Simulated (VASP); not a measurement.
# Mo3H in VASP: single point with PBE

Aim: the single point of Mo3H with PBE.

Program: VASP 6.6.1. These are calculated values, not measurements. Logs are shortened: lines on timing, memory, paths and dates and some standing lists are left out, and cuts for length are marked.

### 1 The cell of the first run

The cell holds a slab with vacuum, 4 atoms: a = 2.737 Å, b = 2.737 Å, c = 21.308 Å, α = 90.00°, β = 90.00°, γ = 109.47°.

### 2 Single point, PBE, collinear spin

The input, INCAR:

```
PREC     = Accurate       # precision mode
ENCUT    = 450            # plane-wave cutoff, eV
EDIFF    = 1E-6           # SCF threshold, eV
ISMEAR   = 0              # smearing method
SIGMA    = 0.1            # smearing width, eV
LREAL    = False          # projectors in reciprocal space
LASPH    = True           # aspherical terms in the spheres
NELM     = 300            # most SCF steps
ALGO     = Normal         # electronic algorithm
ISIF     = 2              # what is computed and relaxed
LWAVE    = False          # write WAVECAR
LCHARG   = False          # write CHGCAR
ISPIN    = 2              # spin polarisation
MAGMOM   = 0 0 0 1        # initial moments
LORBIT   = 11             # projections on sites
LMAXMIX  = 4              # l up to which the mixer works
LDIPOL   = True         
IDIPOL   = 3            
DIPOL    = 0.5 0.5 0.348
GGA      = PE             # functional
NBANDS   = 34             # bands
GGA_COMPAT= False        
NELMDL   = -8           
AMIX     = 0.1          
BMIX     = 1E-4         
AMIX_MAG = 0.4          
BMIX_MAG = 1E-4         
KPAR     = 4
```

The input, KPOINTS:

```
Automatic mesh
0
Gamma
  10 10 1
```

The input, POSCAR:

```
Mo3H
1.0
    2.7370454666      0.0000000000      0.0000000000
   -0.9123484889      2.5805112132      0.0000000000
    0.0000000000      0.0000000000     21.3082440588
Mo H
3 1
Direct
    0.5000000000      0.5000000000      0.1877207708
    0.0000000000      0.0000000000      0.2888166433
    0.5000000000      0.5000000000      0.3899074948
    0.5000000000      0.5000000000      0.5264743556
```

Potentials or basis: VASP PAW PBE potentials, release 64 (Mo_sv, H).

Command:

```bash
$ cat potpaw_PBE.64/Mo_sv/POTCAR potpaw_PBE.64/H/POTCAR > POTCAR
$ mpirun -np 4 vasp_std > vasp.out
```

OUTCAR:

```text
PREC = Accurate
   ENCUT = 450
   EDIFF = 1E-6
   ISMEAR = 0
   LREAL = False
   LASPH = True
   NELM = 300
   ISIF = 2
   ISPIN = 2
   LORBIT = 11
   GGA = PE
   NELMDL = -8
   AMIX = 0.1
   AMIX_MAG = 0.4

 ion  position               nearest neighbor table
   1  0.500  0.500  0.188-   2 2.67   2 2.67   2 3.10   2 3.10
   2  0.000  0.000  0.289-   3 2.67   3 2.67   1 2.67   1 2.67   3 3.10   3 3.10   1 3.10   1 3.10

   3  0.500  0.500  0.390-   2 2.67   2 2.67   2 3.10   2 3.10
   4  0.500  0.500  0.526-

  LATTYP: Found a base centered orthorhombic cell.
 ALAT       =     3.1604678739
 B/A-ratio  =     1.4142135624
 C/A-ratio  =     6.7421169615

  Lattice vectors:

 A1 = (   2.7370454666,   0.0000000000,   0.0000000000)
 A2 = (  -0.9123484889,   2.5805112132,   0.0000000000)
 A3 = (   0.0000000000,   0.0000000000,  21.3082440588)

Analysis of symmetry for initial positions (statically):
=====================================================================
 Subroutine PRICEL returns:
 Original cell was already a primitive cell.

 Routine SETGRP: Setting up the symmetry group for a
 base centered orthorhombic supercell.

 Subroutine GETGRP returns: Found  4 space group operations
 (whereof  4 operations were pure point group operations)
 out of a pool of  8 trial point group operations.

The static configuration has the point symmetry C_2v.

Analysis of symmetry for dynamics (positions and initial velocities):
=====================================================================
 Subroutine PRICEL returns:
 Original cell was already a primitive cell.

 Routine SETGRP: Setting up the symmetry group for a
 base centered orthorhombic supercell.

 Subroutine GETGRP returns: Found  4 space group operations
 (whereof  4 operations were pure point group operations)
 out of a pool of  8 trial point group operations.

The dynamic configuration has the point symmetry C_2v.

Analysis of structural, dynamic, and magnetic symmetry:
=====================================================================
 Subroutine PRICEL returns:
 Original cell was already a primitive cell.

 Routine SETGRP: Setting up the symmetry group for a
 base centered orthorhombic supercell.

 Subroutine GETGRP returns: Found  4 space group operations
 (whereof  4 operations were pure point group operations)
 out of a pool of  8 trial point group operations.

The overall configuration has the point symmetry C_2v.

 Subroutine INISYM returns: Found  4 space group operations
 (whereof  4 operations are pure point group operations),
 and found     1 'primitive' translations

----------------------------------------------------------------------------------------

                                     Primitive cell

  volume of cell :     150.4996

  direct lattice vectors                    reciprocal lattice vectors
     2.737045467  0.000000000  0.000000000     0.365357467  0.129173371  0.000000000
    -0.912348489  2.580511213  0.000000000     0.000000000  0.387520114  0.000000000
     0.000000000  0.000000000 21.308244059     0.000000000  0.000000000  0.046930193

  length of vectors
     2.737045467  2.737045467 21.308244059     0.387520114  0.387520114  0.046930193

  position of ions in fractional coordinates (direct lattice)
     0.500000000  0.500000000  0.187720771
     0.000000000  0.000000000  0.288816643
     0.500000000  0.500000000  0.389907495
     0.500000000  0.500000000  0.526474356

  ion indices of the primitive-cell ions
   primitive index   ion index
                 1           1
                 2           2
                 3           3
                 4           4

----------------------------------------------------------------------------------------

 KPOINTS: Automatic mesh

Automatic generation of k-mesh.
 Grid dimensions read from file:
 generate k-points for:   10   10    1

 Generating k-lattice:

[... 21 lines left out ...]
  0.300000 -0.000000  0.000000      4.000000
  0.400000  0.000000  0.000000      4.000000
  0.500000 -0.000000  0.000000      2.000000
[... 16 lines left out ...]
  0.300000  0.300000  0.000000      2.000000
  0.400000  0.300000  0.000000      4.000000
 [... further k-points ...]
   k-points           NKPTS =     31   k-points in BZ     NKDIM =     31   number of bands    NBANDS=     34
   number of dos      NEDOS =    301   number of ions     NIONS =      4
   total plane-waves  NPLWV =  60000
   dimension x,y,z NGX =    20 NGY =   20 NGZ =  150
   dimension x,y,z NGXF=    40 NGYF=   40 NGZF=  300
   ions per type =               3   1
   NGX,Y,Z   is equivalent  to a cutoff of  12.15, 12.15, 11.70 a.u.
   NGXF,Y,Z  is equivalent  to a cutoff of  24.30, 24.30, 23.41 a.u.
 SYSTEM =  unknown system
   PREC   = accura    normal or accurate (medium, high low for compatibility)
   ISTART =      0    job   : 0-new  1-cont  2-samecut
   ICHARG =      2    charge: 1-file 2-atom 10-const
   ISPIN  =      2    spin polarized calculation?
   LNONCOLLINEAR =      F non collinear calculations
   LSORBIT =      F    spin-orbit coupling
   LASPH  =      T    aspherical Exc in radial PAW
   ENCUT  =  450.0 eV  33.07 Ry    5.75 a.u.   4.73  4.73 36.86*2*pi/ulx,y,z
   NELM   =    300;   NELMIN=  2; NELMDL= -8     # of ELM steps
   EDIFF  = 0.1E-05   stopping-criterion for ELM
   LREAL  =      F    real-space projection
   EDIFFG = 0.1E-04   stopping-criterion for IOM
   NSW    =      0    number of steps for IOM
   IBRION =     -1    ionic relax: 0-MD 1-quasi-New 2-CG
   NFREE  =      0    steps in history (QN), initial steepest desc. (CG)
   ISIF   =      2    stress and relaxation
   ISYM   =      2    0-nonsym 1-usesym 2-fastsym
   POTIM  = 0.5000    time-step for ionic-motion
   TEBEG  =    0.0;   TEEND  =   0.0 temperature during run
   PSTRESS=    0.0 pullay stress
   NELECT =      43.0000    total number of electrons
   NUPDOWN=      -1.0000    fix difference up-down
   EMIN   =  10.00;   EMAX   =-10.00  energy-range for DOS
   EFERMI =   0.00;   METHOD = LEGACY
   ISMEAR =     0;   SIGMA  =   0.10  broadening in eV -4-tet -1-fermi 0-gaus
   EFERMI_NEDOS =   21; number of points for ismear=-14 and -15
   IALGO  =     38    algorithm
   IMIX   =      4    mixing-type and parameters
     AMIX     =   0.10;   BMIX     =  0.00
     AMIX_MAG =   0.40;   BMIX_MAG =  0.00
  volume/ion in A,a.u.               =      37.62       253.91
  Fermi-wavevector in a.u.,A,eV,Ry     =   1.078249  2.037596 15.818426  1.162621
  Thomas-Fermi vector in A             =   2.214183
   LORBIT       =     11    0 simple, 1 ext, 2 COOP (PROOUT), +10 PAW based schemes
   GGA     = PE    functional components
   LHFCALC =     F    Hartree Fock is set to
   AEXX    =    0.0000 exact exchange contribution
   IVDW    =     0    specifies the selected vdW correction
   LEPSILON=     F    determine dielectric tensor
   LRPA    =     F    only Hartree local field effects (RPA)
 spin polarized calculation
 Gauss-broadening in eV      SIGMA  =   0.10
  energy-cutoff  :      450.00
  volume of cell :      150.50
 maximum number of plane-waves:      3294
   NGX =  9   NGY =  9   NGZ = 73

 dipolmoment           0.000000      0.000000     -0.000031 electrons x Angstroem

 number of electron      42.9999994 magnetization       0.7068615

 dipolmoment           0.000000      0.000000      0.045014 electrons x Angstroem

 Free energy of the ion-electron system (eV)
  ---------------------------------------------------
  ext. energy  EPLUGINS =         0.00000000
  ---------------------------------------------------
  free energy    TOTEN  =       -31.66317037 eV

  energy without entropy =      -31.64687267  energy(sigma->0) =      -31.65502152

 E-fermi :   0.5083     XC(G=0):  -5.5949

 val. band max:        0.5042596809   @ k =   0.1000   0.1000   0.0000
 cond. band min:       0.5187651522   @ k =   0.4000   0.3000   0.0000
 fundamental gap:      0.0145054713
 Fermi energy:         0.5083078234

 spin component 1

 k-point     1 :       0.0000    0.0000    0.0000
  band No.  band energies     occupation
      1     -60.7546      1.00000
      2     -60.4908      1.00000
      3     -60.4334      1.00000
      4     -35.2849      1.00000
      5     -34.6649      1.00000
      6     -34.4598      1.00000
[... 853 lines left out ...]
     32       8.9975      0.00000
     33       9.7380      0.00000

 [... further k-points ...]

 spin component 2

 k-point     1 :       0.0000    0.0000    0.0000
  band No.  band energies     occupation
      1     -60.7539      1.00000
      2     -60.4912      1.00000
      3     -60.4232      1.00000
      4     -35.2856      1.00000
      5     -34.6585      1.00000
      6     -34.4514      1.00000
[... 853 lines left out ...]
     32       9.1215      0.00000
     33      10.0602      0.00000

 [... further k-points ...]

 [bands above 33 left out]

------------------------ aborting loop because EDIFF is reached ----------------------------------------

 vacuum level on the upper side and lower side of the slab       (xc-potential included)         0.511        -0.659

  FORCE on cell =-STRESS in cart. coord.  units (eV):
  Direction    XX          YY          ZZ          XY          YZ          ZX
  --------------------------------------------------------------------------------------
  -------------------------------------------------------------------------------------
  Total       -2.6619137     -2.3979075     -2.1941517      0.3733612      0.0000000      0.0000000
  in kB      -28.3379958    -25.5274587    -23.3583307      3.9746997      0.0000000      0.0000000
  external PRESSURE =     -25.7412617 kB  Pullay stress =       0.0000000 kB

 VOLUME and BASIS-vectors are now :
 -----------------------------------------------------------------------------
  energy-cutoff  :      450.00
  volume of cell :      150.50
      direct lattice vectors                 reciprocal lattice vectors
     2.737045467  0.000000000  0.000000000     0.365357467  0.129173371  0.000000000
    -0.912348489  2.580511213  0.000000000     0.000000000  0.387520114  0.000000000
     0.000000000  0.000000000 21.308244059     0.000000000  0.000000000  0.046930193

 POSITION                                       TOTAL-FORCE (eV/Angst)
 -----------------------------------------------------------------------------------
      0.91235      1.29026      4.00000         0.000000      0.000000      0.004483
      0.00000      0.00000      6.15418        -0.000000      0.000000     -0.119491
      0.91235      1.29026      8.30824         0.000000      0.000000      0.919673
      0.91235      1.29026     11.21824         0.000000      0.000000     -0.804665
 -----------------------------------------------------------------------------------
    total drift:                                0.000000      0.000000      0.000472

  FREE ENERGIE OF THE ION-ELECTRON SYSTEM (eV)
  ---------------------------------------------------
  free  energy   TOTEN  =       -31.6631703673 eV

  energy  without entropy=      -31.6468726689  energy(sigma->0) =      -31.65502152

 vacuum level on the upper side and lower side of the slab         6.216         5.027

 total charge

# of ion       s       p       d       tot
------------------------------------------
    1        2.374   6.133   3.903  12.410
    2        2.386   6.214   3.944  12.544
    3        2.362   6.131   3.900  12.394
    4        0.373   0.001   0.000   0.373
--------------------------------------------------
tot          7.494  18.480  11.747  37.721

 magnetization (x)

# of ion       s       p       d       tot
------------------------------------------
    1        0.002   0.004   0.023   0.028
    2        0.000   0.003  -0.002   0.001
    3       -0.003  -0.004  -0.006  -0.014
    4        0.288   0.000   0.000   0.288
--------------------------------------------------
tot          0.287   0.002   0.015   0.304
```

Run time: 82 s. Hardware: 4 MPI ranks of Intel Xeon 6975P-C (Granite Rapids), shared host; peak memory 0.37 GiB.

Results:

```yaml
Free_energy: -31.6632 eV
Largest_force: 0.920 eV/Å
Net_moment: 0.71 μB per cell
Site_moments: Mo +0.03, +0.00, -0.01; H +0.29 μB
Valence_electrons_inside_the_program's_atomic_spheres: Mo 12.41, 12.54, 12.39; H 0.37
```

Forces on the atoms (eV/Å):
```
Mo   0.000  0.000  0.004
Mo   0.000  0.000 -0.119
Mo   0.000  0.000  0.920
H    0.000  0.000 -0.805
```

Caveat: a moment this small can come from the mesh or the smearing.
